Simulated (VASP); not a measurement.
Write the native input for VASP 6.6.1 that does the following.

| Property | Result |
| --- | --- |
| Task | single point |
| Functional | PBE |
| Potentials or basis | VASP PAW PBE potentials, release 64 (Si) |
| Cutoff | 520 eV |
| k mesh | 10 × 10 × 10 |
| Occupations | gaussian, width 0.15 eV |
| Spin | no spin polarisation |
| Dipole correction | no |
| Further INCAR settings | ALGO = Fast; EDIFF = 1e-07; NBANDS = 26 |

The structure of Si lies in POSCAR:

```
Si
1.0
   -3.4621517318      3.4621517318      3.3257429536
    3.4621517318     -3.4621517318      3.3257429536
    3.4621517318      3.4621517318     -3.3257429536
Si
8
Direct
    0.2028545115      0.2028545115      0.2028545115
    0.5000000000      0.0000000000      0.2971454885
    0.2971454885      0.5000000000      0.0000000000
    0.0000000000      0.2971454885      0.5000000000
    0.7971454885      0.7971454885      0.7971454885
    0.5000000000      0.0000000000      0.7028545115
    0.7028545115      0.5000000000      0.0000000000
    0.0000000000      0.7028545115      0.5000000000
```

One way to write it, as run:

INCAR

```
SYSTEM = Si
ALGO = Fast ; EDIFF = 1E-7
ENCUT = 520 ; GGA = PE
ISIF = 2 ; ISMEAR = 0
LASPH = .True. ; LCHARG = .True.
LELF = .True. ; LREAL = .False.
LVHAR = .True. ; LWAVE = .False.
NBANDS = 26 ; NELM = 80
PREC = Accurate ; SIGMA = 0.15
```

KPOINTS

```
k-points
0
Gamma
  10 10 10
  0 0 0
```

Potentials or basis: VASP PAW PBE potentials, release 64 (Si).

Launch:

```console
$ cat potpaw_PBE.64/Si/POTCAR > POTCAR
$ mpirun -np 1 vasp_std > vasp.out
```

Results of the run:

| Property | Result |
| --- | --- |
| Pressure | -6.2 GPa |
| Largest force | 0.334 eV/Å |
| Band gap on the k mesh | zero (bands 16 and 17 overlap by 0.08 eV) |

Caveat: the stress differs along the axes, from -8 to -3 GPa; semilocal functionals underestimate gaps, and a narrow one can read as zero.

Run time: 17 min on 1 thread of Oxide Virtual Turin-like Processor, on a shared host, peak memory 0.6 GiB.
